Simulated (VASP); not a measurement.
**C: single point with PBE+D3(BJ)**

Crystal: C.

```
C
1.0
     4.18402    0.00000    0.00000
     0.00000    2.41562    0.00000
    -1.39031    0.00000    3.41443
C
4
Direct
  0.83337 0.00000 0.00011
  0.66663 0.50000 0.99989
  0.33337 0.50000 0.00011
  0.16663 0.00000 0.99989
```

This cell differs from its parent crystal: biaxial strain in the a-b plane: -2.0 %.

```yaml
Program: VASP 6.6.1
Task: single point
Functional: PBE
Dispersion: D3(BJ)
Potentials_or_basis: VASP PAW PBE potentials, release 64 (C)
Cutoff: 520 eV
k_mesh: 8 × 12 × 8
Occupations: gaussian, width 0.02 eV
Spin: no spin polarisation
```

- Pressure: 19.5 GPa
- Largest force: 0.007 eV/Å
- Dispersion energy per atom: -0.152 eV

Forces in eV/Å, atoms in the order of the input:
```
C   -0.003  0.000  0.006
C    0.003  0.000 -0.006
C   -0.003  0.000  0.006
C    0.003  0.000 -0.006
```

Stress tensor (GPa, compression positive):
```
29.69  0.00 -0.01
 0.00 29.61  0.00
-0.01  0.00 -0.72
```

Run time: 2.3 min on 1 thread of Intel Xeon 8259CL, on a shared host, peak memory 0.22 GiB.

Caveat: the cell differs from its parent crystal (biaxial strain in the a-b plane: -2.0 %); the stress differs along the axes, from -1 to 30 GPa.
